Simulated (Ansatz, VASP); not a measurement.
# MgO in VASP and in Ansatz

```
Mg O
1.0
     0.00000    2.12450    2.12450
     2.12450    0.00000    2.12450
     2.12450    2.12450    0.00000
Mg O
1 1
Direct
  0.00000 0.00000 0.00000
  0.50000 0.50000 0.50000
```

Alike in both runs: task relaxation of cell and atoms; functional LDA; k mesh 8 × 8 × 8; occupations gaussian, width 0.1 eV; no spin polarisation.

```csv
,VASP,Ansatz
version,VASP 6.6.1,Ansatz 0.2.0
potentials or method,"VASP PAW LDA potentials, release 64 (Mg_sv, O), cutoff 750 eV","scalar-relativistic, plane waves, PAW"
valence electrons in the cell,16,16
```

```csv
,VASP,Ansatz,Ansatz less VASP
"gap on the k mesh at the Fermi level, each at its own relaxed structure (eV)",5.03,5.03,-0.005
relaxed volume (Å³/atom),9.01,9.01,-0.002
relaxed cell length with the largest relative difference (Å),2.943,2.942,-0.0002
```

Ansatz warns that its potentials were made for another functional, while VASP's fit it. LDA's correlation is that of Perdew and Zunger in VASP and of Perdew and Wang (1992) in Ansatz.
